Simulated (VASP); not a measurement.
# Pb (I4/mmm) in VASP: notebook

The runs below take Pb through single point, with LDA.

Program: VASP 6.6.1. These are calculated values, not measurements. Logs are shortened: lines on timing, memory, paths and dates and some standing lists are left out, and cuts for length are marked.

### Step 1. The cell of the first run

The structure is tetragonal, space group I4/mmm (No. 139). Conventional cell: a = 4.157 Å, b = 4.157 Å, c = 3.959 Å, α = 90.00°, β = 90.00°, γ = 90.00°. Within 4.7 Å of Pb (site symmetry 4/mmm) lie 14 Pb at 3.54 to 4.16 Å.

### Step 2. Single point, LDA (strain +0.050 along x and y, +0.000 along z)

The input, INCAR:

```
SYSTEM = Pb
ALGO     = Fast           ! electronic algorithm
EDIFF    = 1E-6           ! SCF threshold, eV
ENCUT    = 520            ! plane-wave cutoff, eV
ISIF     = 2              ! what is computed and relaxed
ISMEAR   = 0              ! smearing method
LASPH    = .TRUE.         ! aspherical terms in the spheres
LCHARG   = .FALSE.        ! write CHGCAR
LREAL    = .FALSE.        ! projectors in reciprocal space
LWAVE    = .FALSE.        ! write WAVECAR
NBANDS   = 13             ! bands
NELM     = 80             ! most SCF steps
PREC     = Accurate       ! precision mode
SIGMA    = 0.15           ! smearing width, eV
```

The input, KPOINTS:

```
k-points
0
G
  18 18 18
  0 0 0
```

The input, POSCAR:

```
Pb
1.0
   -2.0786425450      2.0786425450      1.9796595667
    2.0786425450     -2.0786425450      1.9796595667
    2.0786425450      2.0786425450     -1.9796595667
Pb
1
Direct
    0.0000000000      0.0000000000      0.0000000000
```

Potentials or basis: VASP PAW LDA potentials, release 64 (Pb_d).

The run is started by

```bash
$ cat potpaw_LDA.64/Pb_d/POTCAR > POTCAR
$ mpirun -np 1 vasp_std > vasp.out
```

OUTCAR:

```text
SYSTEM = Pb
   EDIFF = 1E-6
   ENCUT = 520
   ISIF = 2
   ISMEAR = 0
   LASPH = .TRUE.
   LREAL = .FALSE.
   NELM = 80
   PREC = Accurate

 ion  position               nearest neighbor table
   1  0.000  0.000  0.000-

  LATTYP: Found a body centered tetragonal cell.
 ALAT       =     4.1572850900
 C/A-ratio  =     0.9523809524

  Lattice vectors:

 A1 = (  -2.0786425450,   2.0786425450,   1.9796595667)
 A2 = (   2.0786425450,  -2.0786425450,   1.9796595667)
 A3 = (   2.0786425450,   2.0786425450,  -1.9796595667)

Analysis of symmetry for initial positions (statically):
=====================================================================
 Subroutine PRICEL returns:
 Original cell was already a primitive cell.

 Routine SETGRP: Setting up the symmetry group for a
 body centered tetragonal supercell.

 Subroutine GETGRP returns: Found 16 space group operations
 (whereof 16 operations were pure point group operations)
 out of a pool of 16 trial point group operations.

The static configuration has the point symmetry D_4h.

Analysis of symmetry for dynamics (positions and initial velocities):
=====================================================================
 Subroutine PRICEL returns:
 Original cell was already a primitive cell.

 Routine SETGRP: Setting up the symmetry group for a
 body centered tetragonal supercell.

 Subroutine GETGRP returns: Found 16 space group operations
 (whereof 16 operations were pure point group operations)
 out of a pool of 16 trial point group operations.

The dynamic configuration has the point symmetry D_4h.

 Subroutine INISYM returns: Found 16 space group operations
 (whereof 16 operations are pure point group operations),
 and found     1 'primitive' translations

----------------------------------------------------------------------------------------

                                     Primitive cell

  volume of cell :      34.2145

  direct lattice vectors                    reciprocal lattice vectors
    -2.078642545  2.078642545  1.979659567     0.000000000  0.240541598  0.252568678
     2.078642545 -2.078642545  1.979659567     0.240541598  0.000000000  0.252568678
     2.078642545  2.078642545 -1.979659567     0.240541598  0.240541598  0.000000000

  length of vectors
     3.544088269  3.544088269  3.544088269     0.348785317  0.348785317  0.340177191

  position of ions in fractional coordinates (direct lattice)
     0.000000000  0.000000000  0.000000000

  ion indices of the primitive-cell ions
   primitive index   ion index
                 1           1

----------------------------------------------------------------------------------------

 KPOINTS: k-points

Automatic generation of k-mesh.
 Grid dimensions read from file:
 generate k-points for:   18   18   18

 Generating k-lattice:

  Cartesian coordinates                     Fractional coordinates (reciprocal lattice)
     0.000000000  0.013363422  0.014031593     0.055555556 -0.000000000  0.000000000
     0.013363422  0.000000000  0.014031593    -0.000000000  0.055555556  0.000000000
     0.013363422  0.013363422  0.000000000     0.000000000  0.000000000  0.055555556

  Length of vectors
     0.019376962  0.019376962  0.018898733

  Shift w.r.t. Gamma in fractional coordinates (k-lattice)
     0.000000000  0.000000000  0.000000000

 Subroutine IBZKPT returns following result:
 ===========================================

 Found    480 irreducible k-points:

 Following reciprocal coordinates:
            Coordinates               Weight
  0.000000  0.000000  0.000000      1.000000
  0.055556 -0.000000  0.000000      8.000000
  0.111111 -0.000000  0.000000      8.000000
  0.166667 -0.000000  0.000000      8.000000
  0.222222 -0.000000  0.000000      8.000000
  0.277778 -0.000000  0.000000      8.000000
[... 16 lines left out ...]
 -0.277778  0.055556 -0.000000     16.000000
 -0.222222  0.055556 -0.000000     16.000000
 [... further k-points ...]
   k-points           NKPTS =    480   k-points in BZ     NKDIM =    480   number of bands    NBANDS=     13
   number of dos      NEDOS =    301   number of ions     NIONS =      1
   total plane-waves  NPLWV =  21952
   dimension x,y,z NGX =    28 NGY =   28 NGZ =   28
   dimension x,y,z NGXF=    56 NGYF=   56 NGZF=   56
   ions per type =               1
   NGX,Y,Z   is equivalent  to a cutoff of  13.13, 13.13, 13.13 a.u.
   NGXF,Y,Z  is equivalent  to a cutoff of  26.27, 26.27, 26.27 a.u.
 SYSTEM =  Pb
   PREC   = accura    normal or accurate (medium, high low for compatibility)
   ISTART =      0    job   : 0-new  1-cont  2-samecut
   ICHARG =      2    charge: 1-file 2-atom 10-const
   ISPIN  =      1    spin polarized calculation?
   LNONCOLLINEAR =      F non collinear calculations
   LSORBIT =      F    spin-orbit coupling
   LASPH  =      T    aspherical Exc in radial PAW
   ENCUT  =  520.0 eV  38.22 Ry    6.18 a.u.   6.59  6.59  6.59*2*pi/ulx,y,z
   NELM   =     80;   NELMIN=  2; NELMDL= -5     # of ELM steps
   EDIFF  = 0.1E-05   stopping-criterion for ELM
   LREAL  =      F    real-space projection
   EDIFFG = 0.1E-04   stopping-criterion for IOM
   NSW    =      0    number of steps for IOM
   IBRION =     -1    ionic relax: 0-MD 1-quasi-New 2-CG
   NFREE  =      0    steps in history (QN), initial steepest desc. (CG)
   ISIF   =      2    stress and relaxation
   ISYM   =      2    0-nonsym 1-usesym 2-fastsym
   POTIM  = 0.5000    time-step for ionic-motion
   TEBEG  =    0.0;   TEEND  =   0.0 temperature during run
   PSTRESS=    0.0 pullay stress
   NELECT =      14.0000    total number of electrons
   NUPDOWN=      -1.0000    fix difference up-down
   EMIN   =  10.00;   EMAX   =-10.00  energy-range for DOS
   EFERMI =   0.00;   METHOD = LEGACY
   ISMEAR =     0;   SIGMA  =   0.15  broadening in eV -4-tet -1-fermi 0-gaus
   EFERMI_NEDOS =   21; number of points for ismear=-14 and -15
   IALGO  =     68    algorithm
   IMIX   =      4    mixing-type and parameters
     AMIX     =   0.40;   BMIX     =  1.00
     AMIX_MAG =   1.60;   BMIX_MAG =  1.00
  volume/ion in A,a.u.               =      34.21       230.89
  Fermi-wavevector in a.u.,A,eV,Ry     =   1.215386  2.296746 20.098016  1.477162
  Thomas-Fermi vector in A             =   2.350774
   LORBIT       =      0    0 simple, 1 ext, 2 COOP (PROOUT), +10 PAW based schemes
   GGA     = CA    functional components
   LHFCALC =     F    Hartree Fock is set to
   AEXX    =    0.0000 exact exchange contribution
   IVDW    =     0    specifies the selected vdW correction
   LEPSILON=     F    determine dielectric tensor
   LRPA    =     F    only Hartree local field effects (RPA)
 non-spin polarized calculation
 RMM-DIIS sequential band-by-band and
 Gauss-broadening in eV      SIGMA  =   0.15
  energy-cutoff  :      520.00
  volume of cell :       34.21
 maximum number of plane-waves:       951
   NGX = 13   NGY = 13   NGZ = 13

 number of electron      14.0000000 magnetization

 Free energy of the ion-electron system (eV)
  ---------------------------------------------------
  ext. energy  EPLUGINS =         0.00000000
  ---------------------------------------------------
  free energy    TOTEN  =        -4.11379883 eV

  energy without entropy =       -4.10594864  energy(sigma->0) =       -4.10987374

 E-fermi :   5.7095     XC(G=0):  -9.8938

 val. band max:        5.7032849536   @ k =   0.3889   0.2778   0.1667
 cond. band min:       5.7120828390   @ k =  -0.1667  -0.2222   0.0556
 fundamental gap:      0.0087978854
 Fermi energy:         5.7095171880

 k-point     1 :       0.0000    0.0000    0.0000
  band No.  band energies     occupation
      1     -11.2769      2.00000
      2     -11.2559      2.00000
      3     -11.2559      2.00000
      4     -11.1074      2.00000
      5     -11.0801      2.00000
      6      -5.2883      2.00000
      7      12.1645      0.00000
      8      12.1645      0.00000
      9      12.4491      0.00000
     10      15.9144      0.00000
     11      16.5626      0.00000
     12      16.5626      0.00000
     13      17.0713      0.00000

 k-point     2 :       0.0556   -0.0000    0.0000
  band No.  band energies     occupation
      1     -11.2745      2.00000
      2     -11.2537      2.00000
      3     -11.2520      2.00000
      4     -11.1073      2.00000
      5     -11.0819      2.00000
      6      -5.2323      2.00000
      7      11.6710      0.00000
      8      11.9806      0.00000
      9      12.2503      0.00000
     10      16.0412      0.00000
     11      16.2985      0.00000
     12      16.4614      0.00000
     13      16.8257      0.00000

 k-point     3 :       0.1111   -0.0000    0.0000
  band No.  band energies     occupation
      1     -11.2755      2.00000
      2     -11.2480      2.00000
      3     -11.2328      2.00000
      4     -11.1072      2.00000
      5     -11.0867      2.00000
      6      -5.0646      2.00000
      7      10.3896      0.00000
      8      11.5131      0.00000
      9      12.0043      0.00000
     10      15.2235      0.00000
     11      15.8177      0.00000
     12      16.6567      0.00000
     13      17.3843      0.00000
[... 305 lines left out ...]
 k-point    23 :      -0.2778    0.0556   -0.0000
  band No.  band energies     occupation
      1     -11.2933      2.00000
      2     -11.2352      2.00000
      3     -11.1272      2.00000
      4     -11.1115      2.00000
      5     -11.0969      2.00000
      6      -4.1472      2.00000
      7       6.6461      0.00000
      8       9.7060      0.00000
      9      10.9361      0.00000
     10      13.8879      0.00000
     11      15.1441      0.00000
     12      17.0827      0.00000
     13      18.9051      0.00000

 k-point    24 :      -0.2222    0.0556   -0.0000
  band No.  band energies     occupation
      1     -11.2834      2.00000
      2     -11.2400      2.00000
      3     -11.1710      2.00000
      4     -11.1134      2.00000
      5     -11.0929      2.00000
      6      -4.5778      2.00000
      7       8.0750      0.00000
      8      10.3472      0.00000
      9      11.3345      0.00000
     10      14.4050      0.00000
     11      15.4469      0.00000
     12      16.7830      0.00000
     13      18.4925      0.00000

 [... further k-points ...]
[... 5 lines left out ...]
  --------------------------------------------------------------------------------------
  -------------------------------------------------------------------------------------
  Total       -1.1629061     -1.1629061     -1.3490588      0.0000000      0.0000000      0.0000000
  in kB      -54.4559183    -54.4559183    -63.1729778      0.0000000      0.0000000      0.0000000
  external PRESSURE =     -57.3616048 kB  Pullay stress =       0.0000000 kB

 VOLUME and BASIS-vectors are now :
 -----------------------------------------------------------------------------
  energy-cutoff  :      520.00
  volume of cell :       34.21
      direct lattice vectors                 reciprocal lattice vectors
    -2.078642545  2.078642545  1.979659567     0.000000000  0.240541598  0.252568678
     2.078642545 -2.078642545  1.979659567     0.240541598  0.000000000  0.252568678
     2.078642545  2.078642545 -1.979659567     0.240541598  0.240541598  0.000000000

 POSITION                                       TOTAL-FORCE (eV/Angst)
 -----------------------------------------------------------------------------------
      0.00000      0.00000      0.00000         0.000000     -0.000000      0.000000
 -----------------------------------------------------------------------------------
    total drift:                               -0.000000     -0.000000     -0.000000

  FREE ENERGIE OF THE ION-ELECTRON SYSTEM (eV)
  ---------------------------------------------------
  free  energy   TOTEN  =        -4.1137988318 eV

  energy  without entropy=       -4.1059486447  energy(sigma->0) =       -4.10987374
```

Wall time 2.6 min (1 thread of Intel Xeon 6975P-C, shared host); peak memory 0.3 GiB.

Results:

| Item | Value |
| --- | --- |
| Free energy | -4.1138 eV |
| Pressure | -5.7 GPa |
| Band gap on the k mesh | zero (band 7 reaches 12.16 eV, above the bottom of band 8 at 4.01 eV) |

Stress tensor (GPa, compression positive):
```
-5.45  0.00  0.00
 0.00 -5.45  0.00
 0.00  0.00 -6.32
```

Levels at points of the mesh, in eV from the Fermi level:
```tsv
k point	band 3	band 4	band 5	band 6	band 7	band 8	band 9	band 10	band 11	band 12
(0.00, 0.00, 0.00)	-16.97	-16.82	-16.79	-11.00	6.45	6.45	6.74	10.20	10.85	10.85
(0.50, 0.00, 0.00)	-16.81	-16.79	-16.70	-7.77	-3.45	2.91	4.50	6.82	8.28	13.04
(0.50, 0.50, 0.00)	-16.83	-16.81	-16.70	-7.98	-3.55	3.41	5.21	7.43	8.97	12.33
(0.50, 0.50, 0.50)	-16.73	-16.73	-16.72	-5.70	-0.51	-0.51	0.26	4.35	4.82	15.97
```

Caveat: the cell differs from its parent crystal (strain +0.050 along x and y, +0.000 along z); spin-orbit coupling is left out, which moves the levels of the heavy elements.

### Step 3. Single point, LDA (strain +0.025 along x and y, +0.050 along z)

The input, INCAR:

```
  PREC = Accurate
  ENCUT = 520
  EDIFF = 1E-6
  ISMEAR = 0
  SIGMA = 0.15
  LREAL = F
  LASPH = T
  NELM = 60
  ALGO = Fast
  ISIF = 2
  LWAVE = F
  LCHARG = F
  GGA = CA
  NBANDS = 13
```

The input, KPOINTS:

```
Automatic mesh
0
Gamma
  18 18 18
```

The input, POSCAR:

```
Pb
1.0
   -2.0291510559      2.0291510559      2.0786425450
    2.0291510559     -2.0291510559      2.0786425450
    2.0291510559      2.0291510559     -2.0786425450
Pb
1
Direct
    0.0000000000      0.0000000000      0.0000000000
```

Potentials or basis: VASP PAW LDA potentials, release 64 (Pb_d).

The run is started by

```bash
$ cat potpaw_LDA.64/Pb_d/POTCAR > POTCAR
$ mpirun -np 1 vasp_std > vasp.out
```

Run time: 1.9 min. Hardware: 1 thread of Intel Xeon 6975P-C, shared host; peak memory 0.31 GiB.

The run converged. Its results:

| Property | Result |
| --- | --- |
| Free energy | -4.1106 eV |
| Pressure | -5.8 GPa |
| Band gap on the k mesh | zero (band 7 reaches 12.19 eV, above the bottom of band 8 at 3.99 eV) |

Stress tensor (GPa, compression positive):
```
-5.91  0.00  0.00
 0.00 -5.91  0.00
 0.00  0.00 -5.44
```

Levels at points of the mesh, in eV from the Fermi level:
| k point | band 5 | band 6 | band 7 | band 8 | band 9 | band 10 |
| --- | --- | --- | --- | --- | --- | --- |
| (0.00, 0.00, 0.00) | -16.80 | -11.00 | 6.49 | 6.58 | 6.58 | 10.23 |
| (0.50, 0.00, 0.00) | -16.70 | -7.88 | -3.50 | 3.13 | 4.84 | 7.10 |
| (0.50, 0.50, 0.00) | -16.70 | -7.78 | -3.45 | 2.90 | 4.50 | 6.81 |
| (0.50, 0.50, 0.50) | -16.73 | -5.69 | -0.51 | -0.14 | -0.14 | 4.46 |

Caveat: the cell differs from its parent crystal (strain +0.025 along x and y, +0.050 along z); spin-orbit coupling is left out, which moves the levels of the heavy elements.
